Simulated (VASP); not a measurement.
# AlIn2Sb2As (P4/mmm) in VASP: notebook

The runs below take AlIn2Sb2As through relaxation of cell and atoms, single point, with PBE.

All numbers are computed with VASP 6.6.1; they aren't measurements. Logs are shortened: lines on timing, memory, paths and dates and some standing lists are left out, and cuts for length are marked.

### 1 The cell of the first run

Symmetry: P4/mmm, No. 123, tetragonal system. The conventional cell has a = 5.261 Å, b = 5.261 Å, c = 6.549 Å, α = 90.00°, β = 90.00°, γ = 90.00°. Al (site symmetry 4/mmm) has 4 In at 2.63 Å and 2 As at 3.27 Å within 3.5 Å. Within 3.5 Å of In (site symmetry mmm) lie 2 Al at 2.63 Å and 4 Sb at 3.24 Å. Sb (site symmetry 4mm) has 1 Sb at 2.75 Å and 4 In at 3.24 Å within 3.6 Å. As (site symmetry 4/mmm) has 2 Al at 3.27 Å and 8 Sb at 3.97 Å and 8 In at 4.20 Å within 4.3 Å.

The cell was built from a structure type or drawn by symmetry, and may not be a known phase.

### 2 Relaxation of cell and atoms, PBE

File INCAR:

```
PREC = Accurate ; ENCUT = 600
EDIFF = 1E-6 ; ISMEAR = 0
SIGMA = 0.1 ; LREAL = F
LASPH = T ; NELM = 80
ALGO = Normal ; ISIF = 3
LWAVE = F ; LCHARG = F
GGA = PE ; IBRION = 2
NSW = 90 ; EDIFFG = -0.04
```

File KPOINTS:

```
regular mesh
0
Gamma
  4 4 4
```

File POSCAR:

```
AlIn2Sb2As
1.0
    5.2609005861      0.0000000000      0.0000000000
    0.0000000000      5.2609005861      0.0000000000
    0.0000000000      0.0000000000      6.5485331471
Al In Sb As
1 2 2 1
Direct
    0.5000000000      0.5000000000      0.0000000000
    0.0000000000      0.5000000000      0.0000000000
    0.5000000000      0.0000000000      0.0000000000
    0.0000000000      0.0000000000      0.2897469467
    0.0000000000      0.0000000000      0.7102530533
    0.5000000000      0.5000000000      0.5000000000
```

Potentials or basis: VASP PAW PBE potentials, release 64 (Al, In_d, Sb, As).

Started as:

```bash
$ cat potpaw_PBE.64/Al/POTCAR potpaw_PBE.64/In_d/POTCAR potpaw_PBE.64/Sb/POTCAR potpaw_PBE.64/As/POTCAR > POTCAR
$ mpirun -np 1 vasp_std > vasp.out
```

OUTCAR:

```text
PREC = Accurate
   ENCUT = 600
   EDIFF = 1E-6
   ISMEAR = 0
   LREAL = F
   LASPH = T
   NELM = 80
   ISIF = 3
   GGA = PE
   IBRION = 2
   NSW = 90
   EDIFFG = -0.04

 ion  position               nearest neighbor table
   1  0.500  0.500  0.000-   2 2.63   3 2.63   3 2.63   2 2.63
   2  0.000  0.500  0.000-   1 2.63   1 2.63   5 3.24   4 3.24   5 3.24   4 3.24   3 3.72   3 3.72
                             3 3.72   3 3.72
   3  0.500  0.000  0.000-   1 2.63   1 2.63   5 3.24   4 3.24   4 3.24   5 3.24   2 3.72   2 3.72
                             2 3.72   2 3.72
   4  0.000  0.000  0.290-   5 2.75   3 3.24   2 3.24   2 3.24   3 3.24
   5  0.000  0.000  0.710-   4 2.75   3 3.24   2 3.24   2 3.24   3 3.24
   6  0.500  0.500  0.500-

  LATTYP: Found a simple tetragonal cell.
 ALAT       =     5.2609005861
 C/A-ratio  =     1.2447551593

  Lattice vectors:

 A1 = (   5.2609005861,   0.0000000000,   0.0000000000)
 A2 = (   0.0000000000,   5.2609005861,   0.0000000000)
 A3 = (   0.0000000000,   0.0000000000,   6.5485331471)

Analysis of symmetry for initial positions (statically):
=====================================================================
 Subroutine PRICEL returns:
 Original cell was already a primitive cell.

 Routine SETGRP: Setting up the symmetry group for a
 simple tetragonal supercell.

 Subroutine GETGRP returns: Found 16 space group operations
 (whereof 16 operations were pure point group operations)
 out of a pool of 16 trial point group operations.

The static configuration has the point symmetry D_4h.

Analysis of symmetry for dynamics (positions and initial velocities):
=====================================================================
 Subroutine PRICEL returns:
 Original cell was already a primitive cell.

 Routine SETGRP: Setting up the symmetry group for a
 simple tetragonal supercell.

 Subroutine GETGRP returns: Found 16 space group operations
 (whereof 16 operations were pure point group operations)
 out of a pool of 16 trial point group operations.

The dynamic configuration has the point symmetry D_4h.

 Subroutine INISYM returns: Found 16 space group operations
 (whereof 16 operations are pure point group operations),
 and found     1 'primitive' translations

----------------------------------------------------------------------------------------

                                     Primitive cell

  volume of cell :     181.2442

  direct lattice vectors                    reciprocal lattice vectors
     5.260900586  0.000000000  0.000000000     0.190081524  0.000000000  0.000000000
     0.000000000  5.260900586  0.000000000     0.000000000  0.190081524  0.000000000
     0.000000000  0.000000000  6.548533147     0.000000000  0.000000000  0.152705954

  length of vectors
     5.260900586  5.260900586  6.548533147     0.190081524  0.190081524  0.152705954

  position of ions in fractional coordinates (direct lattice)
     0.500000000  0.500000000  0.000000000
     0.000000000  0.500000000  0.000000000
     0.500000000  0.000000000  0.000000000
     0.000000000  0.000000000  0.289746947
     0.000000000  0.000000000  0.710253053
     0.500000000  0.500000000  0.500000000

  ion indices of the primitive-cell ions
   primitive index   ion index
                 1           1
                 2           2
                 3           3
                 4           4
                 5           5
                 6           6

----------------------------------------------------------------------------------------

 KPOINTS: regular mesh

Automatic generation of k-mesh.
 Grid dimensions read from file:
 generate k-points for:    4    4    4

 Generating k-lattice:

  Cartesian coordinates                     Fractional coordinates (reciprocal lattice)
     0.047520381  0.000000000  0.000000000     0.250000000  0.000000000  0.000000000
     0.000000000  0.047520381  0.000000000     0.000000000  0.250000000  0.000000000
     0.000000000  0.000000000  0.038176488     0.000000000  0.000000000  0.250000000

  Length of vectors
     0.047520381  0.047520381  0.038176488

  Shift w.r.t. Gamma in fractional coordinates (k-lattice)
     0.000000000  0.000000000  0.000000000

 Subroutine IBZKPT returns following result:
 ===========================================

 Found     18 irreducible k-points:

 Following reciprocal coordinates:
            Coordinates               Weight
  0.000000  0.000000  0.000000      1.000000
  0.250000  0.000000  0.000000      4.000000
  0.500000  0.000000  0.000000      2.000000
  0.250000  0.250000  0.000000      4.000000
  0.500000  0.250000  0.000000      4.000000
  0.500000  0.500000  0.000000      1.000000
[... 10 lines left out ...]
  0.500000  0.250000  0.500000      4.000000
  0.500000  0.500000  0.500000      1.000000
   k-points           NKPTS =     18   k-points in BZ     NKDIM =     18   number of bands    NBANDS=     26
   number of dos      NEDOS =    301   number of ions     NIONS =      6
   total plane-waves  NPLWV =  95256
   dimension x,y,z NGX =    42 NGY =   42 NGZ =   54
   dimension x,y,z NGXF=    84 NGYF=   84 NGZF=  108
   ions per type =               1   2   2   1
   NGX,Y,Z   is equivalent  to a cutoff of  13.27, 13.27, 13.71 a.u.
   NGXF,Y,Z  is equivalent  to a cutoff of  26.54, 26.54, 27.42 a.u.
 SYSTEM =  unknown system
   PREC   = accura    normal or accurate (medium, high low for compatibility)
   ISTART =      0    job   : 0-new  1-cont  2-samecut
   ICHARG =      2    charge: 1-file 2-atom 10-const
   ISPIN  =      1    spin polarized calculation?
   LNONCOLLINEAR =      F non collinear calculations
   LSORBIT =      F    spin-orbit coupling
   LASPH  =      T    aspherical Exc in radial PAW
   ENCUT  =  600.0 eV  44.10 Ry    6.64 a.u.  10.51 10.51 13.08*2*pi/ulx,y,z
   NELM   =     80;   NELMIN=  2; NELMDL= -5     # of ELM steps
   EDIFF  = 0.1E-05   stopping-criterion for ELM
   LREAL  =      F    real-space projection
   EDIFFG = -.4E-01   stopping-criterion for IOM
   NSW    =     90    number of steps for IOM
   IBRION =      2    ionic relax: 0-MD 1-quasi-New 2-CG
   NFREE  =      1    steps in history (QN), initial steepest desc. (CG)
   ISIF   =      3    stress and relaxation
   ISYM   =      2    0-nonsym 1-usesym 2-fastsym
   POTIM  = 0.5000    time-step for ionic-motion
   TEBEG  =    0.0;   TEEND  =   0.0 temperature during run
   PSTRESS=    0.0 pullay stress
   NELECT =      44.0000    total number of electrons
   NUPDOWN=      -1.0000    fix difference up-down
   EMIN   =  10.00;   EMAX   =-10.00  energy-range for DOS
   EFERMI =   0.00;   METHOD = LEGACY
   ISMEAR =     0;   SIGMA  =   0.10  broadening in eV -4-tet -1-fermi 0-gaus
   EFERMI_NEDOS =   21; number of points for ismear=-14 and -15
   IALGO  =     38    algorithm
   IMIX   =      4    mixing-type and parameters
     AMIX     =   0.40;   BMIX     =  1.00
     AMIX_MAG =   1.60;   BMIX_MAG =  1.00
  volume/ion in A,a.u.               =      30.21       203.85
  Fermi-wavevector in a.u.,A,eV,Ry     =   1.021263  1.929907 14.190582  1.042978
  Thomas-Fermi vector in A             =   2.154878
   LORBIT       =      0    0 simple, 1 ext, 2 COOP (PROOUT), +10 PAW based schemes
   GGA     = PE    functional components
   LHFCALC =     F    Hartree Fock is set to
   AEXX    =    0.0000 exact exchange contribution
   IVDW    =     0    specifies the selected vdW correction
   LEPSILON=     F    determine dielectric tensor
   LRPA    =     F    only Hartree local field effects (RPA)
 conjugate gradient relaxation of ions
 non-spin polarized calculation
 Gauss-broadening in eV      SIGMA  =   0.10
  energy-cutoff  :      600.00
  volume of cell :      181.24
 maximum number of plane-waves:      6090
   NGX = 21   NGY = 21   NGZ = 27

--------------------------------------- Ionic step        1  -------------------------------------------

 number of electron      44.0000009 magnetization

 Free energy of the ion-electron system (eV)
  ---------------------------------------------------
  ext. energy  EPLUGINS =         0.00000000
  ---------------------------------------------------
  free energy    TOTEN  =       -18.34695586 eV

  energy without entropy =      -18.31726101  energy(sigma->0) =      -18.33210844

------------------------ aborting loop because EDIFF is reached ----------------------------------------

  FORCE on cell =-STRESS in cart. coord.  units (eV):
  Direction    XX          YY          ZZ          XY          YZ          ZX
  --------------------------------------------------------------------------------------
  -------------------------------------------------------------------------------------
  Total        1.2402706      1.2402706     -3.4667381      0.0000000     -0.0000000     -0.0000000
  in kB       10.9638435     10.9638435    -30.6455479      0.0000000     -0.0000000     -0.0000000
  external PRESSURE =      -2.9059537 kB  Pullay stress =       0.0000000 kB
[... 101 lines left out ...]
  FREE ENERGIE OF THE ION-ELECTRON SYSTEM (eV)
  ---------------------------------------------------
  free  energy   TOTEN  =       -18.7067463669 eV

  energy  without entropy=      -18.6762544285  energy(sigma->0) =      -18.69150040

[... ionic steps 4 to 11 ...]

--------------------------------------- Ionic step       12  -------------------------------------------

 number of electron      43.9999989 magnetization

------------------------ aborting loop because EDIFF is reached ----------------------------------------

  FORCE on cell =-STRESS in cart. coord.  units (eV):
  Direction    XX          YY          ZZ          XY          YZ          ZX
  --------------------------------------------------------------------------------------
  -------------------------------------------------------------------------------------
  Total        0.0998145      0.0998145     -0.1447008      0.0000000     -0.0000000      0.0000000
  in kB        0.8915134      0.8915134     -1.2924248      0.0000000     -0.0000000      0.0000000
  external PRESSURE =       0.1635340 kB  Pullay stress =       0.0000000 kB
[... 65 lines left out ...]
  energy  without entropy=      -19.0700208935  energy(sigma->0) =      -19.08542700

--------------------------------------- Ionic step       14  -------------------------------------------

 number of electron      43.9999988 magnetization

 Free energy of the ion-electron system (eV)
  ---------------------------------------------------
  ext. energy  EPLUGINS =         0.00000000
  ---------------------------------------------------
  free energy    TOTEN  =       -19.10094914 eV

  energy without entropy =      -19.06992441  energy(sigma->0) =      -19.08543677

 E-fermi :   4.9221     XC(G=0):  -9.0964

 val. band max:        4.9102885456   @ k =   0.2500   0.0000   0.2500
 cond. band min:       4.9335997620   @ k =   0.2500   0.2500   0.2500
 fundamental gap:      0.0233112164
 Fermi energy:         4.9221406143

 k-point     1 :       0.0000    0.0000    0.0000
  band No.  band energies     occupation
      1      -9.5177      2.00000
      2      -9.4031      2.00000
      3      -9.3930      2.00000
      4      -9.3830      2.00000
      5      -9.3736      2.00000
      6      -9.3736      2.00000
[... 544 lines left out ...]
  FREE ENERGIE OF THE ION-ELECTRON SYSTEM (eV)
  ---------------------------------------------------
  free  energy   TOTEN  =       -19.1009491353 eV

  energy  without entropy=      -19.0699244144  energy(sigma->0) =      -19.08543677

 reached required accuracy - stopping structural energy minimisation
```

It took 7.7 min on 1 thread of Intel Xeon 6975P-C (Granite Rapids), shared host; peak memory 0.39 GiB.

Results:

- Free energy: -19.1009 eV
- Relaxed volume: 29.84 Å³/atom
- Relaxed cell: a = 5.697 Å, b = 5.697 Å, c = 5.517 Å, α = 90.00°, β = 90.00°, γ = 90.00°
- Space group after relaxing (to 0.1 Å): P4/mmm (No. 123)
- Energy gained by relaxing: 125.7 meV/atom
- Ionic steps: 14
- Pressure after relaxing: 0.2 GPa
- Largest force after relaxing: 0.003 eV/Å
- Band gap on the k mesh: zero (bands 22 and 23 overlap by 1.54 eV)

Forces in eV/Å, atoms in the order of the input:
```
Al   0.000  0.000  0.000
In   0.000  0.000  0.000
In   0.000  0.000  0.000
Sb   0.000  0.000 -0.003
Sb   0.000  0.000  0.003
As   0.000  0.000  0.000
```

Step by step:
```
step  energy change (eV)  largest force (eV/Å)  pressure (GPa)  volume (Å³)
   1              0.0000                0.2639           -0.29       181.24
   2             -0.1222                0.6613            0.03       179.72
   3             -0.3598                1.9793            1.75       174.14
   4             -0.3991                1.8170            1.65       174.39
   5             -0.5182                1.8407            1.16       175.06
   6             -0.6964                0.6714            1.52       175.93
   7             -0.6984                0.8888            1.39       175.87
   8             -0.6983                0.8159            1.43       175.89
   9             -0.7318                0.6070            0.76       177.43
  10             -0.7483                0.3055           -0.09       179.70
  11             -0.7485                0.3271           -0.03       179.53
  12             -0.7514                0.2268            0.02       179.38
  13             -0.7539                0.0545            0.11       179.13
  14             -0.7540                0.0030            0.15       179.06
```

Final structure:
```
Al In Sb As
1.0
     5.69719    0.00000    0.00000
     0.00000    5.69719    0.00000
     0.00000    0.00000    5.51660
Al In Sb As
1 2 2 1
Direct
  0.50000 0.50000 0.00000
  0.00000 0.50000 0.00000
  0.50000 0.00000 0.00000
  0.00000 0.00000 0.25540
  0.00000 0.00000 0.74460
  0.50000 0.50000 0.50000
```

Caveat: a cell axis changed by over 15 % at a fixed basis, so the end point is rough; spin-orbit coupling is left out, which moves the levels of the heavy elements.

### 3 Single point, PBE

This run uses another cell than the first one, of 29.96 Å³/atom.

File INCAR:

```
PREC     = Accurate       # precision mode
ENCUT    = 520            # plane-wave cutoff, eV
EDIFF    = 1E-7           # SCF threshold, eV
ISMEAR   = 0              # smearing method
SIGMA    = 0.1            # smearing width, eV
LREAL    = False          # projectors in reciprocal space
LASPH    = True           # aspherical terms in the spheres
NELM     = 100            # most SCF steps
ALGO     = Normal         # electronic algorithm
ISIF     = 2              # what is computed and relaxed
LWAVE    = False          # write WAVECAR
LCHARG   = True           # write CHGCAR
GGA      = PE             # functional
LELF     = True           # ELF
LVHAR    = True         
NBANDS   = 31             # bands
```

File KPOINTS:

```
regular mesh
0
Gamma
  8 8 8
```

File POSCAR:

```
AlIn2Sb2As
1.0
    5.6886296631      0.0000000000      0.0000000000
    0.0000000000      5.6886296631      0.0000000000
    0.0000000000      0.0000000000      5.5546903287
Al In Sb As
1 2 2 1
Direct
    0.5000000000      0.5000000000      0.0000000000
    0.0000000000      0.5000000000      0.0000000000
    0.5000000000      0.0000000000      0.0000000000
    0.0000000000      0.0000000000      0.2588143311
    0.0000000000      0.0000000000      0.7411856689
    0.5000000000      0.5000000000      0.5000000000
```

Potentials or basis: VASP PAW PBE potentials, release 64 (Al, In_d, Sb, As).

Started as:

```bash
$ cat potpaw_PBE.64/Al/POTCAR potpaw_PBE.64/In_d/POTCAR potpaw_PBE.64/Sb/POTCAR potpaw_PBE.64/As/POTCAR > POTCAR
$ mpirun -np 1 vasp_std > vasp.out
```

It took 3.1 min on 1 thread of Intel Xeon 6975P-C (Granite Rapids), shared host; peak memory 0.56 GiB.

It converged, with:

* Free energy: -19.0279 eV
* Pressure: 0.0 GPa
* Largest force: 0.021 eV/Å
* Band gap on the k mesh: zero (bands 22 and 23 overlap by 1.42 eV)

Forces in eV/Å, atoms in the order of the input:
```
Al   0.000  0.000  0.000
In   0.000  0.000  0.000
In   0.000  0.000  0.000
Sb   0.000  0.000 -0.021
Sb   0.000  0.000  0.021
As   0.000  0.000  0.000
```

Stress tensor (GPa, compression positive):
```
-0.04  0.00  0.00
 0.00 -0.04  0.00
 0.00  0.00  0.10
```

Levels at points of the mesh, in eV from the Fermi level:
| k point | band 19 | band 20 | band 21 | band 22 | band 23 | band 24 | band 25 | band 26 |
| --- | --- | --- | --- | --- | --- | --- | --- | --- |
| (0.00, 0.00, 0.00) | -2.71 | -0.90 | -0.90 | 0.58 | 0.71 | 0.71 | 0.86 | 0.86 |
| (0.50, 0.00, 0.00) | -2.54 | -2.15 | -0.05 | 0.04 | 0.43 | 0.90 | 0.99 | 2.14 |
| (0.50, 0.50, 0.00) | -0.80 | -0.80 | -0.46 | -0.46 | 0.19 | 0.19 | 2.74 | 3.21 |
| (0.00, 0.00, 0.50) | -1.81 | -1.19 | -0.09 | 0.05 | 0.05 | 0.35 | 0.35 | 1.27 |
| (0.50, 0.00, 0.50) | -1.35 | -1.33 | -1.17 | -0.74 | 0.59 | 1.22 | 1.40 | 1.67 |
| (0.50, 0.50, 0.50) | 0.64 | 0.64 | 0.75 | 0.86 | 1.25 | 1.58 | 1.58 | 3.04 |

Caveat: spin-orbit coupling is left out, which moves the levels of the heavy elements.
